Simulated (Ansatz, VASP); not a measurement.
# InAs: VASP beside Ansatz

```
CELL_PARAMETERS angstrom
0.00000 2.98806 2.98806
2.98806 0.00000 2.98806
2.98806 2.98806 0.00000
ATOMIC_POSITIONS crystal
In 0.00000 0.00000 0.00000
As 0.25000 0.25000 0.25000
```

Change from the starting cell: volume scaled by 0.96, ions relaxed.

Alike in both runs: functional PBE; k mesh 13 × 13 × 13; occupations fermi-dirac, width 0.05 eV; no spin polarisation.

Ansatz relaxed the structure, and its values are those at the end. VASP's run is a single point on that final structure, the one shown.

|  | VASP | Ansatz |
| --- | --- | --- |
| version | VASP 6.6.1 | Ansatz 0.2.0 |
| potentials or method | VASP PAW PBE potentials, release 64 (In_d, As) | plane-wave PAW, scalar-relativistic |
| plane-wave cutoff (eV) | 520 | 420 |
| valence electrons in the cell | 18 | 28 |

```tsv
	VASP	Ansatz	Ansatz less VASP
pressure (GPa)	6.5	6.4	-0.07
```

With one functional, cell and mesh, what is left measures potentials, basis and numerics. VASP's potentials hold 18 valence electrons a cell and Ansatz's 28, so a difference there can come from the potentials and not from the codes. Ansatz's warnings: stress scf threshold loose.
